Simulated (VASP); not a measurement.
Here is a VASP 6.6.1 calculation.

File INCAR:

```
SYSTEM = Cd
ALGO = Normal
EDIFF = 1E-7
ENCUT = 520
GGA = PE
ISIF = 2
ISMEAR = 1
LASPH = .TRUE.
LCHARG = .TRUE.
LELF = .TRUE.
LREAL = .FALSE.
LVHAR = .TRUE.
LWAVE = .FALSE.
NBANDS = 19
NELM = 80
PREC = Accurate
SIGMA = 0.01
```

Contents of KPOINTS:

```
k-points
0
G
  12 12 6
  0 0 0
```

The input POSCAR:

```
Cd
1.0
    3.0007103730      0.0000000000      0.0000000000
   -1.5003551865      2.5986914124      0.0000000000
    0.0000000000      0.0000000000      5.9261569577
Cd
2
Direct
    0.3333333333      0.6666666667      0.2500000000
    0.6666666667      0.3333333333      0.7500000000
```

Potentials or basis: VASP PAW PBE potentials, release 64 (Cd).

Run with:

```sh
$ cat potpaw_PBE.64/Cd/POTCAR > POTCAR
$ mpirun -np 1 vasp_std > vasp.out
```

Problem. Estimate the pressure.

Solution. 0.2 GPa.

Problem. What does it give for the band gap on the k mesh?

Solution. Zero (band 12 reaches 3.75 eV, above the bottom of band 13 at -0.36 eV).

Stress tensor (GPa, compression positive):
```
 0.29  0.00  0.00
 0.00  0.29  0.00
 0.00  0.00 -0.01
```
